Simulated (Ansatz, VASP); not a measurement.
## Te2Mo: VASP beside Ansatz

```
Te Mo
1.0
     3.49516    0.00000    0.00000
    -1.74758    3.02690    0.00000
     0.00000    0.00000    7.62456
Te Mo
2 1
Direct
  0.33333 0.66667 0.76141
  0.33333 0.66667 0.23859
  0.00000 0.00000 0.00000
```

Alike in both runs: functional PBE; dispersion D3(BJ); k mesh 9 × 9 × 4; occupations gaussian, width 0.02 eV; no spin polarisation.

Ansatz relaxed the structure, and its values are those at the end. VASP's run is a single point on that final structure, the one shown.

```csv
,VASP,Ansatz
version,VASP 6.6.1,Ansatz 0.2.0
potentials or method,"VASP PAW PBE potentials, release 64 (Te, Mo_sv), cutoff 520 eV","scalar-relativistic, plane waves, PAW"
valence electrons in the cell,26,46
```

|  | VASP | Ansatz | Ansatz less VASP |
| --- | --- | --- | --- |
| gap on the k mesh at the Fermi level (eV) | 0.97 | 0.97 | -0.004 |
| least direct gap on the mesh (eV) | 1.18 | 1.18 | +0.001 |
| pressure (GPa) | 0.0 | 0.0 | -0.02 |
| rms of the force components (eV/Å) | 0.005 | 0.000 | -0.0050 |

VASP's potentials hold 26 valence electrons a cell and Ansatz's 46, so a difference there can come from the potentials and not from the codes. Ansatz's warnings: relaxed geometry near dispersion switch.

Spin-orbit coupling is off throughout.
